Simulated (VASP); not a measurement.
# HfN (I4/mmm) in VASP: further runs

HfN is run at these levels: PBE; tasks: single point.

Program: VASP 6.6.1. These are calculated values, not measurements. Logs are shortened: lines on timing, memory, paths and dates and some standing lists are left out, and cuts for length are marked.

## 1. The cell of the first run

The structure is tetragonal, space group I4/mmm (No. 139). Conventional cell: a = 3.586 Å, b = 3.586 Å, c = 3.586 Å, α = 90.00°, β = 90.00°, γ = 90.00°. Hf (site symmetry 4/mmm) has 2 N at 1.79 Å within 2.4 Å. Within 2.4 Å of N (site symmetry 4/mmm) lie 2 Hf at 1.79 Å.

## 2. Single point, PBE

The input, INCAR:

```
SYSTEM = HfN
PREC = Accurate ; ENCUT = 520
EDIFF = 1E-6 ; ISMEAR = 0
SIGMA = 0.15 ; LREAL = .False.
LASPH = .True. ; NELM = 80
ALGO = Normal ; ISIF = 2
LWAVE = .False. ; LCHARG = .True.
GGA = PE ; LELF = .True.
LVHAR = .True. ; NBANDS = 14
```

The input, KPOINTS:

```
Automatic mesh
0
Gamma
  20 20 20
  0 0 0
```

The input, POSCAR:

```
HfN
1.0
    0.0000000000      2.5357694169      1.7927889778
    2.5357694169      0.0000000000      1.7927889778
    2.5357694169      2.5357694169      0.0000000000
Hf N
1 1
Direct
    0.0000000000      0.0000000000      0.0000000000
    0.5000000000      0.5000000000      0.5000000000
```

Potentials or basis: VASP PAW PBE potentials, release 64 (Hf_pv, N).

Started as:

```console
cat potpaw_PBE.64/Hf_pv/POTCAR potpaw_PBE.64/N/POTCAR > POTCAR
mpirun -np 1 vasp_std > vasp.out
```

OUTCAR:

```text
SYSTEM = HfN
   PREC = Accurate
   ENCUT = 520
   EDIFF = 1E-6
   ISMEAR = 0
   LREAL = .False.
   LASPH = .True.
   NELM = 80
   ISIF = 2
   GGA = PE

 ion  position               nearest neighbor table
   1  0.000  0.000  0.000-   2 1.79   2 1.79   2 2.54   2 2.54   2 2.54   2 2.54
   2  0.500  0.500  0.500-   1 1.79   1 1.79   1 2.54   1 2.54   1 2.54   1 2.54

  LATTYP: Found a body centered tetragonal cell.
 ALAT       =     3.5861195004
 C/A-ratio  =     0.9998489886

  Lattice vectors:

 A1 = (   0.0000000000,  -2.5357694169,  -1.7927889778)
 A2 = (   0.0000000000,   2.5357694169,  -1.7927889778)
 A3 = (   2.5357694169,   0.0000000000,   1.7927889778)

Analysis of symmetry for initial positions (statically):
=====================================================================
 Subroutine PRICEL returns:
 Original cell was already a primitive cell.

 Routine SETGRP: Setting up the symmetry group for a
 body centered tetragonal supercell.

 Subroutine GETGRP returns: Found 16 space group operations
 (whereof 16 operations were pure point group operations)
 out of a pool of 16 trial point group operations.

The static configuration has the point symmetry D_4h.

Analysis of symmetry for dynamics (positions and initial velocities):
=====================================================================
 Subroutine PRICEL returns:
 Original cell was already a primitive cell.

 Routine SETGRP: Setting up the symmetry group for a
 body centered tetragonal supercell.

 Subroutine GETGRP returns: Found 16 space group operations
 (whereof 16 operations were pure point group operations)
 out of a pool of 16 trial point group operations.

The dynamic configuration has the point symmetry D_4h.

 Subroutine INISYM returns: Found 16 space group operations
 (whereof 16 operations are pure point group operations),
 and found     1 'primitive' translations

----------------------------------------------------------------------------------------

                                     Primitive cell

  volume of cell :      23.0557

  direct lattice vectors                    reciprocal lattice vectors
     0.000000000  2.535769417  1.792788978    -0.197178812  0.197178812  0.278895066
     2.535769417  0.000000000  1.792788978     0.197178812 -0.197178812  0.278895066
     2.535769417  2.535769417  0.000000000     0.197178812  0.197178812 -0.278895066

  length of vectors
     3.105514266  3.105514266  3.586119500     0.394387405  0.394387405  0.394387405

  position of ions in fractional coordinates (direct lattice)
[... 90 lines left out ...]
   NELECT =      15.0000    total number of electrons
   NUPDOWN=      -1.0000    fix difference up-down
   EMIN   =  10.00;   EMAX   =-10.00  energy-range for DOS
   EFERMI =   0.00;   METHOD = LEGACY
   ISMEAR =     0;   SIGMA  =   0.15  broadening in eV -4-tet -1-fermi 0-gaus
   EFERMI_NEDOS =   21; number of points for ismear=-14 and -15
   IALGO  =     38    algorithm
   IMIX   =      4    mixing-type and parameters
     AMIX     =   0.40;   BMIX     =  1.00
     AMIX_MAG =   1.60;   BMIX_MAG =  1.00
  volume/ion in A,a.u.               =      11.53        77.79
  Fermi-wavevector in a.u.,A,eV,Ry     =   1.418553  2.680677 27.378918  2.012294
  Thomas-Fermi vector in A             =   2.539667
   LORBIT       =      0    0 simple, 1 ext, 2 COOP (PROOUT), +10 PAW based schemes
   GGA     = PE    functional components
   LHFCALC =     F    Hartree Fock is set to
   AEXX    =    0.0000 exact exchange contribution
   IVDW    =     0    specifies the selected vdW correction
   LEPSILON=     F    determine dielectric tensor
   LRPA    =     F    only Hartree local field effects (RPA)
 non-spin polarized calculation
 Gauss-broadening in eV      SIGMA  =   0.15
  energy-cutoff  :      520.00
  volume of cell :       23.06
 maximum number of plane-waves:       638
   NGX = 11   NGY = 11   NGZ = 13

 number of electron      15.0000001 magnetization

 Free energy of the ion-electron system (eV)
  ---------------------------------------------------
  ext. energy  EPLUGINS =         0.00000000
  ---------------------------------------------------
  free energy    TOTEN  =       -17.28722299 eV

  energy without entropy =      -17.27833848  energy(sigma->0) =      -17.28278074

 E-fermi :   8.3146     XC(G=0): -12.5353

 val. band max:        8.3066816684   @ k =  -0.1500   0.2000   0.1000
 cond. band min:       8.3155624753   @ k =   0.3000   0.1500   0.0500
 fundamental gap:      0.0088808068
 Fermi energy:         8.3145521610

 k-point     1 :       0.0000    0.0000    0.0000
  band No.  band energies     occupation
      1     -23.0063      2.00000
      2     -22.3606      2.00000
      3     -22.3606      2.00000
      4      -9.5953      2.00000
      5       4.5643      2.00000
      6       4.5643      2.00000
      7       5.1844      2.00000
      8       7.7401      2.00000
      9       7.7401      2.00000
     10       7.9262      1.99975
     11       8.2659      1.35328
     12      11.0737      0.00000
     13      19.4409      0.00000
     14      20.7804      0.00000
[... 377 lines left out ...]
      1     -23.7047      2.00000
      2     -22.5877      2.00000
      3     -22.5596      2.00000
      4      -6.8301      2.00000
      5       0.2935      2.00000
      6       1.6145      2.00000
      7       3.1851      2.00000
      8      10.1609      0.00000
      9      10.8364      0.00000
     10      11.9264      0.00000
     11      12.7608      0.00000
     12      13.3085      0.00000
     13      17.0656      0.00000
     14      21.3822      0.00000

 [... further k-points ...]

------------------------ aborting loop because EDIFF is reached ----------------------------------------

  FORCE on cell =-STRESS in cart. coord.  units (eV):
  Direction    XX          YY          ZZ          XY          YZ          ZX
  --------------------------------------------------------------------------------------
  -------------------------------------------------------------------------------------
  Total       -1.5084344     -1.5084344     44.9072428      0.0000000      0.0000000      0.0000000
  in kB     -104.8234190   -104.8234190   3120.6731576      0.0000000      0.0000000      0.0000000
  external PRESSURE =     970.3421065 kB  Pullay stress =       0.0000000 kB

 VOLUME and BASIS-vectors are now :
 -----------------------------------------------------------------------------
  energy-cutoff  :      520.00
  volume of cell :       23.06
      direct lattice vectors                 reciprocal lattice vectors
     0.000000000  2.535769417  1.792788978    -0.197178812  0.197178812  0.278895066
     2.535769417  0.000000000  1.792788978     0.197178812 -0.197178812  0.278895066
     2.535769417  2.535769417  0.000000000     0.197178812  0.197178812 -0.278895066

 POSITION                                       TOTAL-FORCE (eV/Angst)
 -----------------------------------------------------------------------------------
      0.00000      0.00000      0.00000         0.000000      0.000000      0.000000
      2.53577      2.53577      1.79279        -0.000000     -0.000000     -0.000000
 -----------------------------------------------------------------------------------
    total drift:                                0.000000     -0.000000     -0.000000

  FREE ENERGIE OF THE ION-ELECTRON SYSTEM (eV)
  ---------------------------------------------------
  free  energy   TOTEN  =       -17.2872229880 eV

  energy  without entropy=      -17.2783384843  energy(sigma->0) =      -17.28278074
```

OSZICAR:

```text
N       E                     dE             d eps       ncg     rms          rms(c)
DAV:   1     0.462010917081E+02    0.46201E+02   -0.78851E+03 18004   0.101E+03
DAV:   2    -0.194414920231E+02   -0.65643E+02   -0.60064E+02 23446   0.243E+02
DAV:   3    -0.215302108194E+02   -0.20887E+01   -0.20795E+01 21656   0.364E+01
DAV:   4    -0.215386580902E+02   -0.84473E-02   -0.84461E-02 21916   0.265E+00
DAV:   5    -0.215387310303E+02   -0.72940E-04   -0.72937E-04 21828   0.198E-01    0.102E+02
DAV:   6    -0.173701849328E+02    0.41685E+01   -0.13244E+01 22386   0.273E+01    0.692E+01
DAV:   7    -0.173361538359E+02    0.34031E-01   -0.10391E+00 19460   0.777E+00    0.331E+01
DAV:   8    -0.172903968838E+02    0.45757E-01   -0.14560E-01 23072   0.302E+00    0.811E+00
DAV:   9    -0.172872435880E+02    0.31533E-02   -0.10074E-02 20606   0.803E-01    0.199E+00
DAV:  10    -0.172873019070E+02   -0.58319E-04   -0.55373E-04 23468   0.215E-01    0.341E-01
DAV:  11    -0.172872218383E+02    0.80069E-04   -0.17442E-04 21806   0.103E-01    0.114E-01
DAV:  12    -0.172872230219E+02   -0.11837E-05   -0.76122E-06 21590   0.245E-02    0.414E-02
DAV:  13    -0.172872229880E+02    0.33950E-07   -0.34756E-07 13318   0.466E-03
   1 F= -.17287223E+02 E0= -.17282781E+02  d E =-.888450E-02
```

Run time: 4.5 min. Hardware: 1 thread of AMD EPYC 7R13, shared host; peak memory 0.3 GiB.

Results:

```yaml
Free_energy: -17.2872 eV
Pressure: 97.0 GPa
Band_gap_on_the_k_mesh: zero (an odd number of electrons rules out a gap without spin polarisation)
```

Levels at points of the mesh, in eV from the Fermi level:
```
           k point  band 5  band 6  band 7  band 8  band 9  band 10
(0.00, 0.00, 0.00)   -3.75   -3.75   -3.13   -0.57   -0.57    -0.39
(0.50, 0.00, 0.00)   -8.96   -7.46   -7.24    2.05    3.74     5.34
(0.50, 0.50, 0.00)   -4.68   -4.68   -4.36   -0.97    4.80     4.80
(0.50, 0.00, 0.50)   -6.19   -4.01   -2.54   -0.29    0.32     3.63
```

Caveat: the stress differs along the axes, from -10 to 312 GPa; spin-orbit coupling is left out, which moves the levels of the heavy elements.

## 3. Single point, PBE

This run uses another cell than the first one, of the same volume but with other edges.

The input, INCAR:

```
SYSTEM = HfN
PREC = Accurate
ENCUT = 520
EDIFF = 1E-7
ISMEAR = 0
SIGMA = 0.15
LREAL = .FALSE.
LASPH = .TRUE.
NELM = 60
ALGO = Normal
ISIF = 2
LWAVE = .FALSE.
LCHARG = .FALSE.
GGA = PE
NBANDS = 14
```

The input, KPOINTS:

```
regular mesh
0
G
  20 20 20
  0 0 0
```

The input, POSCAR:

```
HfN
1.0
    0.0000000000      2.0126415200      2.8458751093
    2.0126415200      0.0000000000      2.8458751093
    2.0126415200      2.0126415200      0.0000000000
Hf N
1 1
Direct
    0.0000000000      0.0000000000      0.0000000000
    0.5000000000      0.5000000000      0.5000000000
```

Potentials or basis: VASP PAW PBE potentials, release 64 (Hf_pv, N).

Started as:

```console
cat potpaw_PBE.64/Hf_pv/POTCAR potpaw_PBE.64/N/POTCAR > POTCAR
mpirun -np 1 vasp_std > vasp.out
```

Wall time 5.5 min (1 thread of AMD EPYC 7R13, shared host); peak memory 0.31 GiB.

Results (log left out):

```yaml
Free_energy: -19.7282 eV
Pressure: 69.2 GPa
Band_gap_on_the_k_mesh: zero (an odd number of electrons rules out a gap without spin polarisation)
```

Stress tensor (GPa, compression positive):
```
108.79   0.00   0.00
  0.00 108.79   0.00
  0.00   0.00  -9.85
```

Levels at points of the mesh, in eV from the Fermi level:
```tsv
k point	band 3	band 4	band 5	band 6	band 7	band 8	band 9	band 10	band 11	band 12
(0.00, 0.00, 0.00)	-30.29	-17.54	-3.48	-3.23	-2.26	-2.13	-2.13	2.16	2.16	4.77
(0.50, 0.00, 0.00)	-30.09	-13.69	-8.77	-6.81	-6.58	3.29	3.67	4.62	5.13	6.29
(0.50, 0.50, 0.00)	-30.37	-16.98	-6.37	-3.24	-2.32	-2.32	5.18	5.41	5.41	5.65
(0.50, 0.00, 0.50)	-30.70	-16.79	-3.90	-3.41	-3.02	-2.67	2.40	2.44	7.92	8.98
```

Caveat: the stress differs along the axes, from -10 to 109 GPa; spin-orbit coupling is left out, which moves the levels of the heavy elements.

## 4. Single point, PBE

This run uses another cell than the first one, of the same volume but with other edges.

The input, INCAR:

```
ALGO = Normal
EDIFF = 1E-6
ENCUT = 520
GGA = PE
ISIF = 2
ISMEAR = 0
LASPH = True
LCHARG = False
LREAL = False
LWAVE = False
NBANDS = 14
NELM = 80
PREC = Accurate
SIGMA = 0.15
```

The input, KPOINTS:

```
k-points
0
Gamma
  20 20 20
```

The input, POSCAR:

```
HfN
1.0
    0.0000000000      2.3847521867      2.0270393587
    2.3847521867      0.0000000000      2.0270393587
    2.3847521867      2.3847521867      0.0000000000
Hf N
1 1
Direct
    0.0000000000      0.0000000000      0.0000000000
    0.5000000000      0.5000000000      0.5000000000
```

Started as:

```console
cat potpaw_PBE.64/Hf_pv/POTCAR potpaw_PBE.64/N/POTCAR > POTCAR
mpirun -np 1 vasp_std > vasp.out
```

Run time: 4.3 min. Hardware: 1 thread of AMD EPYC 7R13, shared host; peak memory 0.3 GiB.

The run converged. Its results:

* Free energy: -20.9804 eV
* Pressure: 22.4 GPa
* Band gap on the k mesh: zero (an odd number of electrons rules out a gap without spin polarisation)

Stress tensor (GPa, compression positive):
```
-14.44   0.00   0.00
  0.00 -14.44   0.00
  0.00   0.00  95.97
```

Levels at points of the mesh, in eV from the Fermi level:
| k point | band 4 | band 5 | band 6 | band 7 | band 8 | band 9 | band 10 | band 11 | band 12 | band 13 |
| --- | --- | --- | --- | --- | --- | --- | --- | --- | --- | --- |
| (0.00, 0.00, 0.00) | -17.66 | -3.39 | -3.39 | -2.28 | -0.79 | -0.79 | -0.65 | 0.72 | 0.92 | 6.16 |
| (0.50, 0.00, 0.00) | -14.59 | -8.96 | -6.52 | -6.51 | 2.68 | 4.13 | 4.28 | 4.72 | 6.98 | 8.51 |
| (0.50, 0.50, 0.00) | -16.60 | -4.26 | -4.26 | -4.18 | -3.98 | 4.30 | 5.30 | 5.30 | 5.59 | 8.67 |
| (0.50, 0.00, 0.50) | -16.70 | -5.96 | -3.88 | -3.53 | -2.77 | 2.45 | 4.43 | 6.06 | 6.66 | 8.51 |

Caveat: the stress differs along the axes, from -14 to 96 GPa; spin-orbit coupling is left out, which moves the levels of the heavy elements.

## 5. Single point, PBE

This run uses another cell than the first one, of the same volume but with other edges.

The input, INCAR:

```
SYSTEM = HfN
PREC = Accurate
ENCUT = 520
EDIFF = 1E-7
ISMEAR = 0
SIGMA = 0.15
LREAL = .False.
LASPH = .True.
NELM = 60
ALGO = Normal
ISIF = 2
LWAVE = .False.
LCHARG = .False.
GGA = PE
NBANDS = 14
```

The input, KPOINTS:

```
Automatic mesh
0
Gamma
  20 20 20
  0 0 0
```

The input, POSCAR:

```
HfN
1.0
    0.0000000000      2.1258003892      2.5509604671
    2.1258003892      0.0000000000      2.5509604671
    2.1258003892      2.1258003892      0.0000000000
Hf N
1 1
Direct
    0.0000000000      0.0000000000      0.0000000000
    0.5000000000      0.5000000000      0.5000000000
```

Started as:

```console
cat potpaw_PBE.64/Hf_pv/POTCAR potpaw_PBE.64/N/POTCAR > POTCAR
mpirun -np 1 vasp_std > vasp.out
```

It took 6 min on 1 thread of AMD EPYC 7R13, shared host; peak memory 0.31 GiB.

Results (log left out):

```yaml
Free_energy: -21.1144 eV
Pressure: 23.7 GPa
Band_gap_on_the_k_mesh: zero (an odd number of electrons rules out a gap without spin polarisation)
```

Stress tensor (GPa, compression positive):
```
 44.72   0.00   0.00
  0.00  44.72   0.00
  0.00   0.00 -18.43
```

Levels at points of the mesh, in eV from the Fermi level:
```
           k point  band 6  band 7  band 8  band 9  band 10  band 11
(0.00, 0.00, 0.00)   -2.69   -2.69   -1.53   -1.50     0.67     0.67
(0.50, 0.00, 0.00)   -6.49   -6.31    3.63    3.70     4.10     4.71
(0.50, 0.50, 0.00)   -3.49   -3.08   -3.08    4.38     5.38     5.38
(0.50, 0.00, 0.50)   -4.06   -3.68   -3.41    2.80     3.89     7.08
```

Caveat: the stress differs along the axes, from -18 to 45 GPa; spin-orbit coupling is left out, which moves the levels of the heavy elements.

## 6. Summary

```csv
cell,gap on the mesh (eV),pressure (GPa)
"a = 3.106, b = 3.106, c = 3.586 Å, angles 54.7, 54.7, 70.5°, 2 atoms",none,97.0
"a = 3.486, b = 3.486, c = 2.846 Å, angles 65.9, 65.9, 48.2°, 2 atoms",none,69.2
"a = 3.130, b = 3.130, c = 3.373 Å, angles 57.4, 57.4, 65.2°, 2 atoms",none,22.4
"a = 3.321, b = 3.321, c = 3.006 Å, angles 63.1, 63.1, 53.8°, 2 atoms",none,23.7
```

Alike in all rows: task single point; level PBE; potentials or basis VASP PAW PBE potentials, release 64 (Hf_pv, N); no spin polarisation; k mesh 20 × 20 × 20; cutoff (eV) 520; smearing gaussian 0.15 eV.

Caveats: spin-orbit coupling is left out, which moves the levels of the heavy elements; the stress differs along the axes, from -10 to 312 GPa (at least some runs); the stress differs along the axes, from -10 to 109 GPa (at least some runs); the stress differs along the axes, from -14 to 96 GPa (at least some runs); the stress differs along the axes, from -18 to 45 GPa (at least some runs).

Total energies depend on the potentials used, so only differences within one code and one set of settings carry meaning.

The gap in the log of VASP goes by the Fermi energy; the results here count the filled bands.